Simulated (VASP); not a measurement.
Hf2Ga6WO16: single point with PBE

Hf2Ga6WO16:

```xyz
25
Lattice="6.7547 0.0703 0.2134 0.0703 6.6525 -0.1907 0.2134 -0.1907 6.6893" Properties=species:S:1:pos:R:3 pbc="T T T"
W     3.5939    3.3012    4.4898
O     0.4323    1.2807    4.7031
O     4.9643    5.7579    2.0408
O     3.6287    3.7783    6.4943
O     6.8248    1.2971    1.6867
O     4.4231    2.6560    2.6375
O     1.7647    3.2209    2.8320
O     1.4731   -0.9216    6.0473
O     2.3014    5.6051    1.6415
O     1.6845    2.9438    5.1039
O     6.6727    4.0611    1.3089
O     4.5251   -0.1587   -0.6021
O     2.7768    1.4817    0.7269
O     6.9433    5.7477    3.3236
O     3.1378    1.0436    4.1671
O     3.6438    4.9281    3.8849
O     5.5052    2.9810    4.8074
Hf    6.6562    6.0110    1.0008
Hf    0.9129    2.3864    0.2656
Ga    3.4631    4.0571    1.8891
Ga    6.7921    3.8201    3.1365
Ga    5.6313    6.6311    4.2868
Ga    3.5177    0.8462    2.2772
Ga    1.6304    0.2069    4.3892
Ga    3.1152   -0.9559    6.8506
```

| Property | Result |
| --- | --- |
| Program | VASP 6.6.1 |
| Task | single point |
| Functional | PBE |
| Potentials or basis | VASP PAW PBE potentials, release 64 (W_sv, O, Hf_pv, Ga_d) |
| Cutoff | 520 eV |
| k mesh | 1 × 1 × 1 |
| Occupations | fermi-dirac, width 0.1861 eV |
| Spin | no spin polarisation |
| Dipole correction | no |
| Further INCAR settings | LREAL = Auto; ALGO = Normal; EDIFF = 1e-06; NBANDS = 122; ISYM = 0 |

```json
{"Pressure": "3.5 GPa", "Largest force": "6.272 eV/Å", "Band gap on the k mesh": "0.93 eV"}
```

Forces on the atoms (eV/Å):
```
W   -1.296 -3.587  2.891
O   -5.785  1.450  1.942
O   -2.123  1.647 -0.822
O    0.017  0.547  0.235
O   -1.140 -2.180  0.125
O   -0.320  0.023 -0.058
O    2.100 -0.210 -1.901
O   -1.370  0.946 -0.828
O    0.116  0.891  0.737
O    3.149  1.163  1.566
O    0.497 -1.950 -1.579
O    1.722  0.085  0.531
O   -1.117 -0.336 -0.508
O    1.038  0.030  0.857
O    3.062  0.523 -1.772
O   -0.341  0.872 -0.137
O   -1.701  1.333 -0.668
Hf  -0.266  1.459 -0.209
Hf   2.573  1.016 -0.985
Ga  -1.175  0.517 -1.452
Ga  -0.386 -1.038  2.880
Ga  -0.439  1.007  1.305
Ga   0.557  0.262 -0.036
Ga   1.145 -5.323 -0.098
Ga   1.483  0.854 -2.014
```

Stress tensor (GPa, compression positive):
```
-1.55 -3.96 -0.56
-3.96  8.36 -2.86
-0.56 -2.86  3.74
```

Levels at points of the mesh, in eV from the valence-band top:
| k point | band 102 | band 103 | band 104 | band 105 | band 106 | band 107 |
| --- | --- | --- | --- | --- | --- | --- |
| (0.00, 0.00, 0.00) | -0.74 | -0.67 | 0.00 | 0.93 | 2.20 | 2.27 |

It took 44 s on 1 thread of Intel(R) Xeon(R) 6975P-C (Granite Rapids), with other jobs on the host, peak memory 0.35 GiB.

Caveat: the k points lie up to 0.95 Å⁻¹ apart; spin-orbit coupling is left out, which moves the levels of the heavy elements.
